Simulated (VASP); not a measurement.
Crystal: AlGa3As4.

```xyz
8
Lattice="3.8697 0.0000 0.0000 0.0000 7.7394 0.0000 0.0000 0.0000 5.4726" Properties=species:S:1:pos:R:3 pbc="T T T"
Al    0.0000    0.0000    0.0000
As    1.9349    0.0000    1.3681
As    0.0000    1.9349    4.1044
As    1.9349    3.8697    1.3681
As    0.0000    5.8046    4.1044
Ga    1.9349    1.9349    2.7363
Ga    0.0000    3.8697    0.0000
Ga    1.9349    5.8046    2.7363
```

| Item | Value |
| --- | --- |
| Program | VASP 6.6.1 |
| Task | relaxation of cell and atoms |
| Functional | PBE |
| Potentials or basis | VASP PAW PBE potentials, release 64 (Al, As, Ga_d) |
| Cutoff | 600 eV |
| k mesh | 6 × 4 × 4 |
| Occupations | fermi-dirac, width 0.02 eV |
| Spin | no spin polarisation |

At the start: pressure 12.7 GPa; volume 20.49 Å³/atom.

Question: How do energy, volume and symmetry change on relaxing?

Answer: Over 13 steps the energy falls by 112.1 meV/atom and the volume is 23.71 Å³/atom (+15.7 %); space group Pmm2 (No. 25, to 0.1 Å) before and after.

The path:
```tsv
step	energy change (eV)	largest force (eV/Å)	pressure (GPa)	volume (Å³)
1	0.0000	0.1025	12.72	163.90
2	-0.6734	0.0692	-4.05	205.60
3	-0.8960	0.0679	-0.01	189.62
4	-0.8956	0.0680	0.22	189.08
5	-0.8960	0.0336	0.20	189.09
6	-0.8962	0.0139	0.19	189.11
7	-0.8965	0.0087	0.02	189.57
8	-0.8965	0.0072	0.02	189.61
9	-0.8965	0.0068	-0.02	189.70
10	-0.8965	0.0101	0.02	189.66
11	-0.8965	0.0069	0.00	189.68
12	-0.8965	0.0058	0.01	189.68
13	-0.8966	0.0027	0.01	189.67
```

Final structure:
```
CELL_PARAMETERS angstrom
4.06743 0.00000 0.00000
0.00000 8.12750 0.00000
0.00000 0.00000 5.73744
ATOMIC_POSITIONS crystal
Al 0.00000 0.00000 0.00066
As 0.50000 0.00000 0.24835
As 0.00000 0.24929 0.75067
As 0.50000 0.50000 0.24980
As 0.00000 0.75071 0.75067
Ga 0.50000 0.25004 0.50009
Ga 0.00000 0.50000 0.99968
Ga 0.50000 0.74996 0.50009
```

Caveat: the volume moved by over 15 % at a fixed basis, so the end points are rough.
